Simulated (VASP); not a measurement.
# TaS2 (P-3m1) in VASP: a series of runs

Runs on TaS2. Level: PBEsol. Tasks: electric field gradients.

Program: VASP 6.6.1. These are calculated values, not measurements. Logs are shortened: lines on timing, memory, paths and dates and some standing lists are left out, and cuts for length are marked.

## (1) The cell of the first run

It takes space group P-3m1 (No. 164, trigonal). Conventional cell: a = 3.283 Å, b = 3.283 Å, c = 5.860 Å, α = 90.00°, β = 90.00°, γ = 120.00°. Ta (site symmetry -3m) has 6 S at 2.40 Å and 6 Ta at 3.28 Å within 3.3 Å. S (site symmetry 3m) has 3 Ta at 2.40 Å and 6 S at 3.28 Å within 3.3 Å.

## (2) Electric field gradients, PBEsol (equal xx and yy strain of -2 %)

Contents of INCAR:

```
SYSTEM = TaS2
ALGO = Normal
EDIFF = 1E-8
ENCUT = 400
GGA = PS
GGA_COMPAT = .FALSE.
ISIF = 2
ISMEAR = -1
LASPH = .TRUE.
LCHARG = .FALSE.
LEFG = .TRUE.
LREAL = .FALSE.
LWAVE = .FALSE.
NBANDS = 18
NELM = 120
PREC = Accurate
SIGMA = 0.02
```

Contents of KPOINTS:

```
k-points
0
G
  8 8 4
  0 0 0
```

Contents of POSCAR:

```
TaS2
1.0
    3.2830020782      0.0000000000      0.0000000000
   -1.6415010391      2.8431632004      0.0000000000
    0.0000000000      0.0000000000      5.8600000000
Ta S
1 2
Direct
    0.0000000000      0.0000000000      0.0000000000
    0.3333333333      0.6666666667      0.2500000000
    0.6666666667      0.3333333333      0.7500000000
```

Potentials or basis: VASP PAW PBE potentials, release 64 (Ta_pv, S).

Command:

```bash
cat potpaw_PBE.64/Ta_pv/POTCAR potpaw_PBE.64/S/POTCAR > POTCAR
mpirun -np 1 vasp_std > vasp.out
```

OUTCAR:

```text
SYSTEM = TaS2
   EDIFF = 1E-8
   ENCUT = 400
   GGA = PS
   ISIF = 2
   ISMEAR = -1
   LASPH = .TRUE.
   LREAL = .FALSE.
   NELM = 120
   PREC = Accurate

 ion  position               nearest neighbor table
   1  0.000  0.000  0.000-   2 2.40   3 2.40   3 2.40   2 2.40   3 2.40   2 2.40
   2  0.333  0.667  0.250-   1 2.40   1 2.40   1 2.40
   3  0.667  0.333  0.750-   1 2.40   1 2.40   1 2.40

  LATTYP: Found a hexagonal cell.
 ALAT       =     3.2830020782
 C/A-ratio  =     1.7849516572

  Lattice vectors:

 A1 = (   3.2830020782,   0.0000000000,   0.0000000000)
 A2 = (  -1.6415010391,   2.8431632004,   0.0000000000)
 A3 = (   0.0000000000,   0.0000000000,   5.8600000000)

Analysis of symmetry for initial positions (statically):
=====================================================================
 Subroutine PRICEL returns:
 Original cell was already a primitive cell.

 Routine SETGRP: Setting up the symmetry group for a
 hexagonal supercell.

 Subroutine GETGRP returns: Found 12 space group operations
 (whereof 12 operations were pure point group operations)
 out of a pool of 24 trial point group operations.

The static configuration has the point symmetry D_3d.

Analysis of symmetry for dynamics (positions and initial velocities):
=====================================================================
 Subroutine PRICEL returns:
 Original cell was already a primitive cell.

 Routine SETGRP: Setting up the symmetry group for a
 hexagonal supercell.

 Subroutine GETGRP returns: Found 12 space group operations
 (whereof 12 operations were pure point group operations)
 out of a pool of 24 trial point group operations.

The dynamic configuration has the point symmetry D_3d.

 Subroutine INISYM returns: Found 12 space group operations
 (whereof 12 operations are pure point group operations),
 and found     1 'primitive' translations

----------------------------------------------------------------------------------------

                                     Primitive cell

  volume of cell :      54.6979

  direct lattice vectors                    reciprocal lattice vectors
     3.283002078  0.000000000  0.000000000     0.304599259  0.175860464  0.000000000
    -1.641501039  2.843163200  0.000000000     0.000000000  0.351720928  0.000000000
     0.000000000  0.000000000  5.860000000     0.000000000  0.000000000  0.170648464

  length of vectors
     3.283002078  3.283002078  5.860000000     0.351720928  0.351720928  0.170648464

  position of ions in fractional coordinates (direct lattice)
     0.000000000  0.000000000  0.000000000
     0.333333333  0.666666667  0.250000000
     0.666666667  0.333333333  0.750000000

  ion indices of the primitive-cell ions
   primitive index   ion index
                 1           1
                 2           2
                 3           3

----------------------------------------------------------------------------------------

 KPOINTS: k-points

Automatic generation of k-mesh.
 Grid dimensions read from file:
 generate k-points for:    8    8    4

 Generating k-lattice:

  Cartesian coordinates                     Fractional coordinates (reciprocal lattice)
     0.038074907  0.021982558  0.000000000     0.125000000  0.000000000  0.000000000
     0.000000000  0.043965116  0.000000000     0.000000000  0.125000000  0.000000000
     0.000000000  0.000000000  0.042662116     0.000000000  0.000000000  0.250000000

  Length of vectors
     0.043965116  0.043965116  0.042662116

  Shift w.r.t. Gamma in fractional coordinates (k-lattice)
     0.000000000  0.000000000  0.000000000

 Subroutine IBZKPT returns following result:
 ===========================================

 Found     35 irreducible k-points:

 Following reciprocal coordinates:
            Coordinates               Weight
  0.000000  0.000000  0.000000      1.000000
  0.125000  0.000000  0.000000      6.000000
  0.250000  0.000000  0.000000      6.000000
  0.375000  0.000000  0.000000      6.000000
  0.500000  0.000000  0.000000      3.000000
  0.125000  0.125000  0.000000      6.000000
[... 16 lines left out ...]
 -0.125000  0.500000  0.250000     12.000000
  0.250000  0.250000  0.250000     12.000000
 [... further k-points ...]
   k-points           NKPTS =     35   k-points in BZ     NKDIM =     35   number of bands    NBANDS=     18
   number of dos      NEDOS =    301   number of ions     NIONS =      3
   total plane-waves  NPLWV =  23040
   dimension x,y,z NGX =    24 NGY =   24 NGZ =   40
   dimension x,y,z NGXF=    48 NGYF=   48 NGZF=   80
   ions per type =               1   2
   NGX,Y,Z   is equivalent  to a cutoff of  12.15, 12.15, 11.35 a.u.
   NGXF,Y,Z  is equivalent  to a cutoff of  24.31, 24.31, 22.70 a.u.
 SYSTEM =  TaS2
   PREC   = accura    normal or accurate (medium, high low for compatibility)
   ISTART =      0    job   : 0-new  1-cont  2-samecut
   ICHARG =      2    charge: 1-file 2-atom 10-const
   ISPIN  =      1    spin polarized calculation?
   LNONCOLLINEAR =      F non collinear calculations
   LSORBIT =      F    spin-orbit coupling
   LASPH  =      T    aspherical Exc in radial PAW
   ENCUT  =  400.0 eV  29.40 Ry    5.42 a.u.   5.35  5.35  9.56*2*pi/ulx,y,z
   NELM   =    120;   NELMIN=  2; NELMDL= -5     # of ELM steps
   EDIFF  = 0.1E-07   stopping-criterion for ELM
   LREAL  =      F    real-space projection
   EDIFFG = 0.1E-06   stopping-criterion for IOM
   NSW    =      0    number of steps for IOM
   IBRION =     -1    ionic relax: 0-MD 1-quasi-New 2-CG
   NFREE  =      0    steps in history (QN), initial steepest desc. (CG)
   ISIF   =      2    stress and relaxation
   ISYM   =      2    0-nonsym 1-usesym 2-fastsym
   POTIM  = 0.5000    time-step for ionic-motion
   TEBEG  =    0.0;   TEEND  =   0.0 temperature during run
   PSTRESS=    0.0 pullay stress
   NELECT =      23.0000    total number of electrons
   NUPDOWN=      -1.0000    fix difference up-down
   EMIN   =  10.00;   EMAX   =-10.00  energy-range for DOS
   EFERMI =   0.00;   METHOD = LEGACY
   ISMEAR =    -1;   SIGMA  =   0.02  broadening in eV -4-tet -1-fermi 0-gaus
   EFERMI_NEDOS =   21; number of points for ismear=-14 and -15
   IALGO  =     38    algorithm
   IMIX   =      4    mixing-type and parameters
     AMIX     =   0.40;   BMIX     =  1.00
     AMIX_MAG =   1.60;   BMIX_MAG =  1.00
  volume/ion in A,a.u.               =      18.23       123.04
  Fermi-wavevector in a.u.,A,eV,Ry     =   1.226480  2.317712 20.466618  1.504254
  Thomas-Fermi vector in A             =   2.361480
   LORBIT       =      0    0 simple, 1 ext, 2 COOP (PROOUT), +10 PAW based schemes
   GGA     = PS    functional components
   LHFCALC =     F    Hartree Fock is set to
   AEXX    =    0.0000 exact exchange contribution
   IVDW    =     0    specifies the selected vdW correction
   LEPSILON=     F    determine dielectric tensor
   LRPA    =     F    only Hartree local field effects (RPA)
 non-spin polarized calculation
  energy-cutoff  :      400.00
  volume of cell :       54.70
 maximum number of plane-waves:      1027
 NGX is ok and might be reduce to    24
   NGX = 11   NGY = 11   NGZ = 19

 number of electron      22.9999991 magnetization

 Free energy of the ion-electron system (eV)
  ---------------------------------------------------
  ext. energy  EPLUGINS =         0.00000000
  ---------------------------------------------------
  free energy    TOTEN  =       -24.40234930 eV

  energy without entropy =      -24.39698031  energy(sigma->0) =      -24.39966481

 E-fermi :   5.9689     XC(G=0): -10.8828

 val. band max:        5.9590137794   @ k =   0.2500   0.1250   0.5000
 cond. band min:       5.9741896750   @ k =   0.0000   0.0000   0.5000
 fundamental gap:      0.0151758956
 Fermi energy:         5.9689198151

 k-point     1 :       0.0000    0.0000    0.0000
  band No.  band energies     occupation
      1     -29.1419      2.00000
      2     -29.0633      2.00000
      3     -29.0633      2.00000
      4      -9.4322      2.00000
      5      -7.2099      2.00000
      6      -1.3296      2.00000
[... 10 lines left out ...]
     17      11.2880      0.00000
     18      11.8452      0.00000
[... 463 lines left out ...]
 k-point    24 :       0.2500    0.2500    0.2500
  band No.  band energies     occupation
      1     -29.3727      2.00000
      2     -29.2261      2.00000
      3     -29.0642      2.00000
      4      -7.3083      2.00000
      5      -7.1337      2.00000
      6      -0.2631      2.00000
[... 10 lines left out ...]
     17      12.9634      0.00000
     18      13.6866      0.00000

 [... further k-points ...]
[... 5 lines left out ...]
  --------------------------------------------------------------------------------------
  -------------------------------------------------------------------------------------
  Total        3.3544838      3.3544838      4.6904162     -0.0000000     -0.0000000      0.0000000
  in kB       98.2575013     98.2575013    137.3888228     -0.0000000     -0.0000000      0.0000000
  external PRESSURE =     111.3012752 kB  Pullay stress =       0.0000000 kB

 VOLUME and BASIS-vectors are now :
 -----------------------------------------------------------------------------
  energy-cutoff  :      400.00
  volume of cell :       54.70
      direct lattice vectors                 reciprocal lattice vectors
     3.283002078  0.000000000  0.000000000     0.304599259  0.175860464  0.000000000
    -1.641501039  2.843163200  0.000000000     0.000000000  0.351720928  0.000000000
     0.000000000  0.000000000  5.860000000     0.000000000  0.000000000  0.170648464

 POSITION                                       TOTAL-FORCE (eV/Angst)
 -----------------------------------------------------------------------------------
      0.00000      0.00000      0.00000         0.000000      0.000000     -0.000000
     -0.00000      1.89544      1.46500        -0.000000      0.000000      1.647071
      1.64150      0.94772      4.39500         0.000000     -0.000000     -1.647071
 -----------------------------------------------------------------------------------
    total drift:                               -0.000000      0.000000      0.000000

  FREE ENERGIE OF THE ION-ELECTRON SYSTEM (eV)
  ---------------------------------------------------
  free  energy   TOTEN  =       -24.4023493027 eV

  energy  without entropy=      -24.3969803076  energy(sigma->0) =      -24.39966481

 Electric field gradients (V/A^2)
---------------------------------------------------------------------
 ion       V_xx      V_yy      V_zz      V_xy      V_xz      V_yz
---------------------------------------------------------------------
   1      75.061    75.061  -150.122     0.000     0.000    -0.000
   2       7.500     7.500   -15.000     0.000    -0.000     0.000
   3       7.500     7.500   -15.000     0.000    -0.000     0.000
---------------------------------------------------------------------

 Electric field gradients after diagonalization (V/A^2)
 (convention: |V_zz| > |V_xx| > |V_yy|)
----------------------------------------------------------------------
 ion       V_xx      V_yy      V_zz     asymmetry (V_yy - V_xx)/ V_zz
----------------------------------------------------------------------
   1      75.061    75.060  -150.122       0.000
   2       7.500     7.499   -15.000       0.000
   3       7.500     7.499   -15.000       0.000
----------------------------------------------------------------------

           NMR quadrupolar parameters

 Cq : quadrupolar parameter    Cq=e*Q*V_zz/h
 eta: asymmetry parameters     (V_yy - V_xx)/ V_zz
 Q  : nuclear electric quadrupole moment in mb (millibarn)
----------------------------------------------------------------------
 ion       Cq(MHz)       eta       Q (mb)
----------------------------------------------------------------------
   1      -0.363       0.000       1.000
   2      -0.036       0.000       1.000
   3      -0.036       0.000       1.000
----------------------------------------------------------------------
```

Wall time 18 s (1 thread of Intel Xeon Platinum 8375C at 2.90GHz (Ice Lake), shared host); peak memory 0.17 GiB.

What came out:

```
Free energy                             : -24.4023 eV
Pressure                                : 11.1 GPa
Largest force                           : 1.647 eV/Å
Band gap on the k mesh                  : zero (an odd number of electrons rules out a gap without spin polarisation)
Largest electric field gradient by atom : Ta -150.1; S -15.0 V/Å²
```

Forces on the atoms (eV/Å):
```
Ta   0.000  0.000  0.000
S    0.000  0.000  1.647
S    0.000  0.000 -1.647
```

Stress tensor (GPa, compression positive):
```
 9.83  0.00  0.00
 0.00  9.83  0.00
 0.00  0.00 13.74
```

Electric field gradients, principal values (V/Å²):
```tsv
atom	least	middle	greatest (by size)
1 Ta	75.060	75.061	-150.122
2 S	7.499	7.500	-15.000
3 S	7.499	7.500	-15.000
```

Caveat: the cell differs from its parent crystal (equal xx and yy strain of -2 %); the cell stands under pressure; without QUAD_EFG the Cq values of the log hold for a quadrupole moment of 1 mb, not for the nuclei; the PAW data sets were made with another functional, which shifts forces and pressure a little; spin-orbit coupling is left out, which moves the levels of the heavy elements; this functional lacks dispersion, which binds the layers, so the pressure and a relaxed spacing across them are unreliable.

(Part 1 of 2 ends here.)
